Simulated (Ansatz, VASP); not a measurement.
# Hf: VASP beside Ansatz

```
Hf
1.0
     3.11737    0.00000    0.00000
    -1.55869    2.69972    0.00000
     0.00000    0.00000   23.42440
Hf
4
Direct
  0.83333 0.16667 0.34580
  0.16667 0.83333 0.44478
  0.83333 0.16667 0.55522
  0.16667 0.83333 0.65420
```

Alike in both runs: functional LDA; k mesh 15 × 15 × 1; occupations fermi-dirac, width 0.1 eV; no spin polarisation.

Ansatz relaxed the structure, and its values are those at the end. VASP's run is a single point on that final structure, the one shown.

|  | VASP | Ansatz |
| --- | --- | --- |
| version | VASP 6.6.1 | Ansatz 0.2.0 |
| potentials or method | VASP PAW LDA potentials, release 64 (Hf_pv), cutoff 520 eV | all-electron LAPW, scalar-relativistic |

VASP gave:

```
rms of the force components (eV/Å) : 0.008
```

**Question.** Estimate Ansatz's values.

**Answer.** rms of the force components (eV/Å): 0.002.

LDA's correlation is that of Perdew and Zunger in VASP and of Perdew and Wang (1992) in Ansatz. Ansatz ran all-electron here, and VASP with PAW potentials.

Spin-orbit coupling is off throughout.
